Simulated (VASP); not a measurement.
Input of a VASP 6.6.1 run:

Contents of INCAR:

```
PREC = Accurate ; ENCUT = 600
EDIFF = 1E-6 ; ISMEAR = -1
SIGMA = 0.1 ; LREAL = False
LASPH = True ; NELM = 120
ALGO = Normal ; ISIF = 2
LWAVE = False ; LCHARG = True
GGA = PE ; LELF = True
LVHAR = True ; NBANDS = 11
GGA_COMPAT = False
```

File KPOINTS:

```
regular mesh
0
Gamma
  16 16 16
```

POSCAR

```
SiC
1.0
    0.0000000000      1.9297445497      1.9297445497
    1.9297445497      0.0000000000      1.9297445497
    1.9297445497      1.9297445497      0.0000000000
Si C
1 1
Direct
    0.0000000000      0.0000000000      0.0000000000
    0.5000000000      0.5000000000      0.5000000000
```

Potentials or basis: VASP PAW PBE potentials, release 64 (Si, C).

Run with:

```bash
$ cat potpaw_PBE.64/Si/POTCAR potpaw_PBE.64/C/POTCAR > POTCAR
$ mpirun -np 1 vasp_std > vasp.out
```

**Question.** Predict the pressure.

**Answer.** 51.0 GPa.

Caveat: the cell stands under pressure.
